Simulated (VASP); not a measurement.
Wanted: the native input for a VASP 6.6.1 run.

| Item | Value |
| --- | --- |
| Task | density of states |
| Functional | PBEsol |
| Potentials or basis | VASP PAW PBE potentials, release 64 (W_sv) |
| Cutoff | 520 eV |
| k mesh | 19 × 19 × 19 |
| Occupations | fermi-dirac, width 0.05 eV |
| Spin | no spin polarisation |
| Dipole correction | no |
| k mesh for the DOS | 29 × 29 × 29 |
| Occupations for the DOS | tetrahedron |
| Further INCAR settings | ALGO = Normal; EDIFF = 1e-07 |

W:

```
CELL_PARAMETERS angstrom
-1.57677 1.57677 1.57677
1.57677 -1.57677 1.57677
1.57677 1.57677 -1.57677
ATOMIC_POSITIONS crystal
W 0.00000 0.00000 0.00000
```

These files were run (other wordings do the same):

POSCAR

```
W
1.0
   -1.5767711598      1.5767711598      1.5767711598
    1.5767711598     -1.5767711598      1.5767711598
    1.5767711598      1.5767711598     -1.5767711598
W
1
Direct
    0.0000000000      0.0000000000      0.0000000000
```

INCAR.step1

```
SYSTEM = W
  PREC = Accurate
  ENCUT = 520
  EDIFF = 1E-7
  ISMEAR = -1
  SIGMA = 0.05
  LREAL = .FALSE.
  LASPH = .TRUE.
  NELM = 60
  ALGO = Normal
  ISIF = 2
  LWAVE = .FALSE.
  LCHARG = .TRUE.
  LMAXMIX = 4
  GGA = PS
  NBANDS = 13
```

KPOINTS.step1

```
Automatic mesh
0
G
  19 19 19
  0 0 0
```

INCAR.step2

```
SYSTEM = W
  PREC = Accurate
  ENCUT = 520
  EDIFF = 1E-7
  ISMEAR = -5
  SIGMA = 0.05
  LREAL = .FALSE.
  LASPH = .TRUE.
  NELM = 60
  ALGO = Normal
  ISIF = 2
  LWAVE = .FALSE.
  LCHARG = .FALSE.
  LMAXMIX = 4
  GGA = PS
  LORBIT = 11
  NEDOS = 1001
  ICHARG = 11
```

KPOINTS.step2

```
Automatic mesh
0
G
  29 29 29
  0 0 0
```

Potentials or basis: VASP PAW PBE potentials, release 64 (W_sv).

Launch:

```sh
$ cat potpaw_PBE.64/W_sv/POTCAR > POTCAR
$ cp INCAR.step1 INCAR
$ cp KPOINTS.step1 KPOINTS
$ mpirun -np 1 vasp_std > vasp.out
$ cp INCAR.step2 INCAR
$ cp KPOINTS.step2 KPOINTS
$ mpirun -np 1 vasp_std > vasp.out
```

It gave:

The valence electrons inside the program's atomic spheres are W 12.13.

Caveat: spin-orbit coupling is left out, which moves the levels of the heavy elements.

Run time: 46 s on 1 thread of Intel(R) Xeon(R) 6975P-C (Granite Rapids), on a shared host, peak memory 0.27 GiB.
